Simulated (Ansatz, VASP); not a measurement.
**One calculation of InAs, two programs**

```
CELL_PARAMETERS angstrom
3.95436 0.00000 0.00000
0.00000 3.95436 0.00000
0.00000 0.00000 3.95436
ATOMIC_POSITIONS crystal
In 0.00000 0.00000 0.00000
As 0.50000 0.50000 0.50000
```

Change from the starting cell: species swapped into the SrMg type (Pm-3m, No. 221).

Alike in both runs: task single point; functional PBE; k mesh 4 × 4 × 4; occupations gaussian, width 0.1 eV; no spin polarisation.

```csv
,VASP,Ansatz
version,VASP 6.6.1,Ansatz 0.2.0
potentials or method,"VASP PAW PBE potentials, release 64 (In_d, As), cutoff 520 eV","scalar-relativistic, plane waves, PAW"
valence electrons in the cell,18,28
```

Ansatz gave:

| Property | Result |
| --- | --- |
| gap on the k mesh at the Fermi level (eV) | none |
| pressure (GPa) | -7.4 |

Problem. What did VASP give for the same quantities?

Solution. gap on the k mesh at the Fermi level (eV): none; pressure (GPa): -7.5.

A gap of «none» marks a metal or a gap that the smearing closes. VASP's potentials hold 18 valence electrons a cell and Ansatz's 28, so a difference there can come from the potentials and not from the codes.

The k mesh is coarse, so the values compare programs but aren't converged.
